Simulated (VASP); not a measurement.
# TiAl3 (I4/mmm) in VASP: a series of runs

The runs below take TiAl3 through single point, with PBEsol.

Program: VASP 6.6.1. These are calculated values, not measurements. Logs are shortened: lines on timing, memory, paths and dates and some standing lists are left out, and cuts for length are marked.

## 1. The cell of the first run

The structure is tetragonal, space group I4/mmm (No. 139). The conventional cell has a = 3.816 Å, b = 3.816 Å, c = 8.383 Å, α = 90.00°, β = 90.00°, γ = 90.00°. Ti (site symmetry 4/mmm) has 12 Al at 2.70 to 2.83 Å within 3.6 Å. Al (site symmetry 4/mmm) has 4 Ti at 2.70 Å and 8 Al at 2.83 Å within 3.6 Å. Within 3.6 Å of Al (site symmetry -4m2) lie 8 Al at 2.70 to 2.83 Å and 4 Ti at 2.83 Å.

## 2. Single point, PBEsol (strain along c alone, the other axes held: -2.0 %)

File INCAR:

```
  PREC = Accurate
  ENCUT = 520
  EDIFF = 1E-6
  ISMEAR = 0
  SIGMA = 0.1
  LREAL = F
  LASPH = T
  NELM = 100
  ALGO = Fast
  ISIF = 2
  LWAVE = F
  LCHARG = F
  GGA = PS
  NBANDS = 31
```

File KPOINTS:

```
Automatic mesh
0
Gamma
  10 10 4
```

File POSCAR:

```
TiAl3
1.0
    3.8155481467      0.0000000000      0.0000000000
    0.0000000000      3.8155481467      0.0000000000
    0.0000000000      0.0000000000      8.3829137423
Ti Al
2 6
Direct
    0.0000000000      0.0000000000      0.0000000000
    0.5000000000      0.5000000000      0.5000000000
    0.5000000000      0.5000000000      0.0000000000
    0.0000000000      0.5000000000      0.2500000000
    0.5000000000      0.0000000000      0.2500000000
    0.0000000000      0.0000000000      0.5000000000
    0.5000000000      0.0000000000      0.7500000000
    0.0000000000      0.5000000000      0.7500000000
```

Potentials or basis: VASP PAW PBE potentials, release 64 (Ti_sv, Al).

Run with:

```
cat potpaw_PBE.64/Ti_sv/POTCAR potpaw_PBE.64/Al/POTCAR > POTCAR
mpirun -np 1 vasp_std > vasp.out
```

OUTCAR:

```text
PREC = Accurate
   ENCUT = 520
   EDIFF = 1E-6
   ISMEAR = 0
   LREAL = F
   LASPH = T
   NELM = 100
   ISIF = 2
   GGA = PS

 ion  position               nearest neighbor table
   1  0.000  0.000  0.000-   3 2.70   3 2.70   3 2.70   3 2.70   8 2.83   4 2.83   4 2.83   8 2.83
                             5 2.83   5 2.83   7 2.83   7 2.83
   2  0.500  0.500  0.500-   6 2.70   6 2.70   6 2.70   6 2.70   8 2.83   5 2.83   5 2.83   7 2.83
                             4 2.83   4 2.83   8 2.83   7 2.83
   3  0.500  0.500  0.000-   1 2.70   1 2.70   1 2.70   1 2.70   8 2.83   4 2.83   5 2.83   7 2.83
                             5 2.83   4 2.83   8 2.83   7 2.83
   4  0.000  0.500  0.250-   5 2.70   5 2.70   5 2.70   5 2.70   6 2.83   1 2.83   2 2.83   6 2.83
                             2 2.83   3 2.83   3 2.83   1 2.83
   5  0.500  0.000  0.250-   4 2.70   4 2.70   4 2.70   4 2.70   6 2.83   2 2.83   3 2.83   2 2.83
                             1 2.83   3 2.83   6 2.83   1 2.83
   6  0.000  0.000  0.500-   2 2.70   2 2.70   2 2.70   2 2.70   8 2.83   4 2.83   4 2.83   8 2.83
                             5 2.83   5 2.83   7 2.83   7 2.83
   7  0.500  0.000  0.750-   8 2.70   8 2.70   8 2.70   8 2.70   1 2.83   2 2.83   3 2.83   2 2.83
                             1 2.83   6 2.83   3 2.83   6 2.83
   8  0.000  0.500  0.750-   7 2.70   7 2.70   7 2.70   7 2.70   1 2.83   1 2.83   6 2.83   2 2.83
                             2 2.83   3 2.83   3 2.83   6 2.83

  LATTYP: Found a simple tetragonal cell.
 ALAT       =     3.8155481467
 C/A-ratio  =     2.1970404828

  Lattice vectors:

 A1 = (   3.8155481467,   0.0000000000,   0.0000000000)
 A2 = (   0.0000000000,   3.8155481467,   0.0000000000)
 A3 = (   0.0000000000,   0.0000000000,   8.3829137423)

Analysis of symmetry for initial positions (statically):
=====================================================================
 Subroutine PRICEL returns following result:

  LATTYP: Found a body centered tetragonal cell.
 ALAT       =     3.8155481467
 C/A-ratio  =     2.1970404828

  Lattice vectors:

 A1 = (   1.9077740734,  -1.9077740733,  -4.1914568712)
 A2 = (  -1.9077740734,   1.9077740734,  -4.1914568712)
 A3 = (   1.9077740734,   1.9077740733,   4.1914568712)

   2 primitive cells build up your supercell.

 Routine SETGRP: Setting up the symmetry group for a
 simple tetragonal supercell.

 Subroutine GETGRP returns: Found 16 space group operations
 (whereof 16 operations were pure point group operations)
 out of a pool of 16 trial point group operations.

The static configuration has the point symmetry D_4h.

Analysis of symmetry for dynamics (positions and initial velocities):
=====================================================================
 Subroutine PRICEL returns following result:

  LATTYP: Found a body centered tetragonal cell.
 ALAT       =     3.8155481467
 C/A-ratio  =     2.1970404828

  Lattice vectors:

 A1 = (   1.9077740734,  -1.9077740733,  -4.1914568712)
 A2 = (  -1.9077740734,   1.9077740734,  -4.1914568712)
 A3 = (   1.9077740734,   1.9077740733,   4.1914568712)

   2 primitive cells build up your supercell.

 Routine SETGRP: Setting up the symmetry group for a
 simple tetragonal supercell.

 Subroutine GETGRP returns: Found 16 space group operations
 (whereof 16 operations were pure point group operations)
 out of a pool of 16 trial point group operations.

The dynamic configuration has the point symmetry D_4h.

 Subroutine INISYM returns: Found 16 space group operations
 (whereof 16 operations are pure point group operations),
 and found     2 'primitive' translations

----------------------------------------------------------------------------------------

                                     Primitive cell

  volume of cell :      61.0209

  direct lattice vectors                    reciprocal lattice vectors
     1.907774073 -1.907774073 -4.191456871     0.262085541  0.000000000 -0.119290265
    -1.907774073  1.907774073 -4.191456871     0.000000000  0.262085541 -0.119290265
     1.907774073  1.907774073  4.191456871     0.262085541  0.262085541  0.000000000

  length of vectors
     4.984728130  4.984728130  4.984728130     0.287956591  0.287956591  0.370644926

  position of ions in fractional coordinates (direct lattice)
     0.000000000  0.000000000  0.000000000
     0.500000000  0.500000000  0.000000000
     0.750000000  0.250000000  0.500000000
     0.250000000  0.750000000  0.500000000

  ion indices of the primitive-cell ions
   primitive index   ion index
                 1           1
                 2           6
                 3           4
                 4           5

----------------------------------------------------------------------------------------

 KPOINTS: Automatic mesh

Automatic generation of k-mesh.
 Grid dimensions read from file:
 generate k-points for:   10   10    4

 Generating k-lattice:

  Cartesian coordinates                     Fractional coordinates (reciprocal lattice)
     0.026208554  0.000000000  0.000000000     0.100000000  0.000000000  0.000000000
     0.000000000  0.026208554  0.000000000     0.000000000  0.100000000  0.000000000
     0.000000000  0.000000000  0.029822566     0.000000000  0.000000000  0.250000000

  Length of vectors
     0.026208554  0.026208554  0.029822566

  Shift w.r.t. Gamma in fractional coordinates (k-lattice)
     0.000000000  0.000000000  0.000000000

 Subroutine IBZKPT returns following result:
 ===========================================

 Found     63 irreducible k-points:

 Following reciprocal coordinates:
            Coordinates               Weight
  0.000000  0.000000  0.000000      1.000000
  0.100000  0.000000  0.000000      4.000000
  0.200000  0.000000  0.000000      4.000000
  0.300000  0.000000  0.000000      4.000000
  0.400000  0.000000  0.000000      4.000000
  0.500000  0.000000  0.000000      2.000000
[... 16 lines left out ...]
  0.100000  0.000000  0.250000      8.000000
  0.200000  0.000000  0.250000      8.000000
 [... further k-points ...]
   k-points           NKPTS =     63   k-points in BZ     NKDIM =     63   number of bands    NBANDS=     31
   number of dos      NEDOS =    301   number of ions     NIONS =      8
   total plane-waves  NPLWV =  50176
   dimension x,y,z NGX =    28 NGY =   28 NGZ =   64
   dimension x,y,z NGXF=    56 NGYF=   56 NGZF=  128
   ions per type =               2   6
   NGX,Y,Z   is equivalent  to a cutoff of  12.20, 12.20, 12.69 a.u.
   NGXF,Y,Z  is equivalent  to a cutoff of  24.40, 24.40, 25.38 a.u.
 SYSTEM =  unknown system
   PREC   = accura    normal or accurate (medium, high low for compatibility)
   ISTART =      0    job   : 0-new  1-cont  2-samecut
   ICHARG =      2    charge: 1-file 2-atom 10-const
   ISPIN  =      1    spin polarized calculation?
   LNONCOLLINEAR =      F non collinear calculations
   LSORBIT =      F    spin-orbit coupling
   LASPH  =      T    aspherical Exc in radial PAW
   ENCUT  =  520.0 eV  38.22 Ry    6.18 a.u.   7.09  7.09 15.59*2*pi/ulx,y,z
   NELM   =    100;   NELMIN=  2; NELMDL= -5     # of ELM steps
   EDIFF  = 0.1E-05   stopping-criterion for ELM
   LREAL  =      F    real-space projection
   EDIFFG = 0.1E-04   stopping-criterion for IOM
   NSW    =      0    number of steps for IOM
   IBRION =     -1    ionic relax: 0-MD 1-quasi-New 2-CG
   NFREE  =      0    steps in history (QN), initial steepest desc. (CG)
   ISIF   =      2    stress and relaxation
   ISYM   =      2    0-nonsym 1-usesym 2-fastsym
   POTIM  = 0.5000    time-step for ionic-motion
   TEBEG  =    0.0;   TEEND  =   0.0 temperature during run
   PSTRESS=    0.0 pullay stress
   NELECT =      42.0000    total number of electrons
   NUPDOWN=      -1.0000    fix difference up-down
   EMIN   =  10.00;   EMAX   =-10.00  energy-range for DOS
   EFERMI =   0.00;   METHOD = LEGACY
   ISMEAR =     0;   SIGMA  =   0.10  broadening in eV -4-tet -1-fermi 0-gaus
   EFERMI_NEDOS =   21; number of points for ismear=-14 and -15
   IALGO  =     68    algorithm
   IMIX   =      4    mixing-type and parameters
     AMIX     =   0.40;   BMIX     =  1.00
     AMIX_MAG =   1.60;   BMIX_MAG =  1.00
  volume/ion in A,a.u.               =      15.26       102.95
  Fermi-wavevector in a.u.,A,eV,Ry     =   1.147242  2.167973 17.907496  1.316164
  Thomas-Fermi vector in A             =   2.283923
   LORBIT       =      0    0 simple, 1 ext, 2 COOP (PROOUT), +10 PAW based schemes
   GGA     = PS    functional components
   LHFCALC =     F    Hartree Fock is set to
   AEXX    =    0.0000 exact exchange contribution
   IVDW    =     0    specifies the selected vdW correction
   LEPSILON=     F    determine dielectric tensor
   LRPA    =     F    only Hartree local field effects (RPA)
 non-spin polarized calculation
 RMM-DIIS sequential band-by-band and
 Gauss-broadening in eV      SIGMA  =   0.10
  energy-cutoff  :      520.00
  volume of cell :      122.04
 maximum number of plane-waves:      3312
   NGX = 15   NGY = 15   NGZ = 31

 number of electron      42.0000006 magnetization

 Free energy of the ion-electron system (eV)
  ---------------------------------------------------
  ext. energy  EPLUGINS =         0.00000000
  ---------------------------------------------------
  free energy    TOTEN  =       -44.42456484 eV

  energy without entropy =      -44.40588224  energy(sigma->0) =      -44.41522354

 E-fermi :   8.5291     XC(G=0): -10.9777

 val. band max:        8.5152281037   @ k =   0.1000   0.1000   0.0000
 cond. band min:       8.5491609916   @ k =   0.2000   0.0000   0.2500
 fundamental gap:      0.0339328879
 Fermi energy:         8.5291207641

 k-point     1 :       0.0000    0.0000    0.0000
  band No.  band energies     occupation
      1     -47.5990      2.00000
      2     -47.5989      2.00000
      3     -24.0313      2.00000
      4     -24.0313      2.00000
      5     -24.0309      2.00000
      6     -24.0309      2.00000
[... 23 lines left out ...]
     30      12.5410      0.00000
     31      12.5933      0.00000
[... 751 lines left out ...]
      1     -47.5985      2.00000
      2     -47.5984      2.00000
      3     -24.0415      2.00000
      4     -24.0413      2.00000
      5     -24.0304      2.00000
      6     -24.0303      2.00000
[... 23 lines left out ...]
     30      12.4621      0.00000
     31      12.9455      0.00000

 [... further k-points ...]

------------------------ aborting loop because EDIFF is reached ----------------------------------------

  FORCE on cell =-STRESS in cart. coord.  units (eV):
  Direction    XX          YY          ZZ          XY          YZ          ZX
  --------------------------------------------------------------------------------------
  -------------------------------------------------------------------------------------
  Total        0.8486953      0.8486953      3.8330952      0.0000000      0.0000000     -0.0000000
  in kB       11.1417530     11.1417530     50.3212372      0.0000000      0.0000000     -0.0000000
  external PRESSURE =      24.2015811 kB  Pullay stress =       0.0000000 kB

 VOLUME and BASIS-vectors are now :
 -----------------------------------------------------------------------------
  energy-cutoff  :      520.00
  volume of cell :      122.04
      direct lattice vectors                 reciprocal lattice vectors
     3.815548147  0.000000000  0.000000000     0.262085541  0.000000000  0.000000000
     0.000000000  3.815548147  0.000000000     0.000000000  0.262085541  0.000000000
     0.000000000  0.000000000  8.382913742     0.000000000  0.000000000  0.119290265

 POSITION                                       TOTAL-FORCE (eV/Angst)
 -----------------------------------------------------------------------------------
      0.00000      0.00000      0.00000         0.000000     -0.000000      0.000000
      1.90777      1.90777      4.19146        -0.000000      0.000000     -0.000000
      1.90777      1.90777      0.00000         0.000000     -0.000000      0.000000
      0.00000      1.90777      2.09573         0.000000     -0.000000      0.000000
      1.90777      0.00000      2.09573         0.000000     -0.000000      0.000000
      0.00000      0.00000      4.19146         0.000000     -0.000000      0.000000
      1.90777      0.00000      6.28719         0.000000     -0.000000      0.000000
      0.00000      1.90777      6.28719         0.000000     -0.000000      0.000000
 -----------------------------------------------------------------------------------
    total drift:                                0.000000      0.000000      0.000000

  FREE ENERGIE OF THE ION-ELECTRON SYSTEM (eV)
  ---------------------------------------------------
  free  energy   TOTEN  =       -44.4245648372 eV

  energy  without entropy=      -44.4058822387  energy(sigma->0) =      -44.41522354
```

Run time: 6.8 min. Hardware: 1 thread of Intel Xeon 6975P-C (Granite Rapids), shared host; peak memory 0.34 GiB.

What came out:

```yaml
Free_energy: -44.4246 eV
Pressure: 2.4 GPa
Band_gap_on_the_k_mesh: zero (bands 21 and 22 overlap by 2.15 eV)
```

Caveat: the cell differs from its parent crystal (strain along c alone, the other axes held: -2.0 %); the PAW data sets were made with another functional, which shifts forces and pressure a little.

## 3. Single point, PBEsol (strain along c alone, the other axes held: -1.0 %)

File INCAR:

```
SYSTEM = TiAl3
  PREC = Accurate
  ENCUT = 520
  EDIFF = 1E-7
  ISMEAR = 0
  SIGMA = 0.1
  LREAL = .FALSE.
  LASPH = .TRUE.
  NELM = 80
  ALGO = Fast
  ISIF = 2
  LWAVE = .FALSE.
  LCHARG = .TRUE.
  GGA = PS
  LELF = .TRUE.
  LVHAR = .TRUE.
  NBANDS = 31
```

File KPOINTS:

```
regular mesh
0
G
  10 10 4
  0 0 0
```

Edit POSCAR of step 2 so:

```diff
@@ -4,3 +4,3 @@
     0.0000000000      3.8155481467      0.0000000000
-    0.0000000000      0.0000000000      8.3829137423
+    0.0000000000      0.0000000000      8.4684536785
 Ti Al
```

Potentials or basis: VASP PAW PBE potentials, release 64 (Ti_sv, Al).

Run with:

```
cat potpaw_PBE.64/Ti_sv/POTCAR potpaw_PBE.64/Al/POTCAR > POTCAR
mpirun -np 1 vasp_std > vasp.out
```

Run time: 11 min. Hardware: 1 thread of Intel Xeon 6975P-C (Granite Rapids), shared host; peak memory 0.34 GiB.

Results (log left out):

```
Free energy            : -44.4541 eV
Pressure               : 1.2 GPa
Band gap on the k mesh : zero (bands 21 and 22 overlap by 2.16 eV)
```

Stress tensor (GPa, compression positive):
```
0.56 0.00 0.00
0.00 0.56 0.00
0.00 0.00 2.54
```

Levels at points of the mesh, in eV from the Fermi level:
```tsv
k point	band 19	band 20	band 21	band 22	band 23	band 24
(0.00, 0.00, 0.00)	-0.95	-0.24	0.71	0.71	0.85	0.98
(0.50, 0.00, 0.00)	-0.98	-0.98	0.22	0.22	1.83	1.83
(0.50, 0.50, 0.00)	-2.19	-2.19	-0.98	-0.98	1.79	1.79
(0.00, 0.00, 0.50)	-0.16	-0.16	0.91	0.91	1.20	1.20
(0.50, 0.00, 0.50)	-0.24	-0.24	0.50	0.50	1.83	1.83
(0.50, 0.50, 0.50)	-1.83	-1.83	-1.10	-1.10	0.90	0.90
```

Caveat: the cell differs from its parent crystal (strain along c alone, the other axes held: -1.0 %); the PAW data sets were made with another functional, which shifts forces and pressure a little.

## 4. Single point, PBEsol

This run uses another cell than the first one, of 15.57 Å³/atom.

File INCAR:

```
PREC     = Accurate       # precision mode
ENCUT    = 520            # plane-wave cutoff, eV
EDIFF    = 1E-6           # SCF threshold, eV
ISMEAR   = 0              # smearing method
SIGMA    = 0.1            # smearing width, eV
LREAL    = False          # projectors in reciprocal space
LASPH    = True           # aspherical terms in the spheres
NELM     = 60             # most SCF steps
ALGO     = Fast           # electronic algorithm
ISIF     = 2              # what is computed and relaxed
LWAVE    = False          # write WAVECAR
LCHARG   = False          # write CHGCAR
GGA      = PS             # functional
NBANDS   = 31             # bands
```

File KPOINTS:

```
regular mesh
0
Gamma
  10 10 4
```

Edit POSCAR of step 3 so:

```diff
@@ -4,3 +4,3 @@
     0.0000000000      3.8155481467      0.0000000000
-    0.0000000000      0.0000000000      8.4684536785
+    0.0000000000      0.0000000000      8.5539936146
 Ti Al
```

Run with:

```
cat potpaw_PBE.64/Ti_sv/POTCAR potpaw_PBE.64/Al/POTCAR > POTCAR
mpirun -np 1 vasp_std > vasp.out
```

Wall time 6.4 min (1 thread of Intel Xeon 6975P-C (Granite Rapids), shared host); peak memory 0.34 GiB.

It converged, with:

| Quantity | Value |
| --- | --- |
| Free energy | -44.4647 eV |
| Pressure | 0.1 GPa |
| Band gap on the k mesh | zero (bands 21 and 22 overlap by 2.17 eV) |

Levels at points of the mesh, in eV from the Fermi level:
```
           k point  band 17  band 18  band 19  band 20  band 21  band 22  band 23  band 24  band 25  band 26
(0.00, 0.00, 0.00)    -1.22    -0.90    -0.90    -0.24     0.71     0.71     0.85     0.97     1.77     1.77
(0.50, 0.00, 0.00)    -1.03    -1.03    -1.00    -1.00     0.25     0.25     1.82     1.82     2.42     2.42
(0.50, 0.50, 0.00)    -2.70    -2.70    -2.21    -2.21    -0.99    -0.99     1.79     1.79     1.96     1.96
(0.00, 0.00, 0.50)    -1.09    -1.09    -0.23    -0.23     0.91     0.91     1.21     1.21     1.21     1.21
(0.50, 0.00, 0.50)    -1.05    -1.05    -0.27    -0.27     0.51     0.51     1.82     1.82     2.12     2.12
(0.50, 0.50, 0.50)    -1.83    -1.83    -1.83    -1.83    -1.15    -1.15     0.86     0.86     1.79     1.79
```

Caveat: the PAW data sets were made with another functional, which shifts forces and pressure a little.

## 5. Overview

```tsv
cell	further INCAR settings	gap on the mesh (eV)	pressure (GPa)
a = 3.816, b = 3.816, c = 8.383 Å, 8 atoms	ALGO = Fast; EDIFF = 1e-06; NBANDS = 31	none	2.4
a = 3.816, b = 3.816, c = 8.468 Å, 8 atoms	ALGO = Fast; EDIFF = 1e-07; NBANDS = 31	none	1.2
a = 3.816, b = 3.816, c = 8.554 Å, 8 atoms	ALGO = Fast; EDIFF = 1e-06; NBANDS = 31	none	0.1
```

Alike in all rows: task single point; level PBEsol; potentials or basis VASP PAW PBE potentials, release 64 (Ti_sv, Al); no spin polarisation; k mesh 10 × 10 × 4; cutoff (eV) 520; smearing gaussian 0.1 eV.

Caveats: the PAW data sets were made with another functional, which shifts forces and pressure a little.

Total energies depend on the potentials used, so only differences within one code and one set of settings carry meaning.
